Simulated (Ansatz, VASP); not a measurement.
HfC in VASP and in Ansatz

```xyz
2
Lattice="0.0000 2.2453 2.2453 2.2453 0.0000 2.2453 2.2453 2.2453 0.0000" Properties=species:S:1:pos:R:3 pbc="T T T"
Hf    0.0000    0.0000    0.0000
C     2.2453    2.2453    2.2453
```

Change from the starting cell: volume scaled by 0.9, LAPW.

Alike in both runs: task single point; functional PBE; k mesh 15 × 15 × 15; occupations fermi-dirac, width 0.08 eV; no spin polarisation.

|  | VASP | Ansatz |
| --- | --- | --- |
| version | VASP 6.6.1 | Ansatz 0.2.0 |
| potentials or method | VASP PAW PBE potentials, release 64 (Hf_pv, C), cutoff 520 eV | all-electron LAPW, scalar-relativistic |

|  | VASP | Ansatz | Ansatz less VASP |
| --- | --- | --- | --- |
| pressure (GPa) | 30.2 | 30.4 | +0.17 |

Both programs put the cell under a high pressure, so it lies far from rest at this level. Ansatz ran all-electron here, and VASP with PAW potentials.

Neither program's run includes spin-orbit coupling.
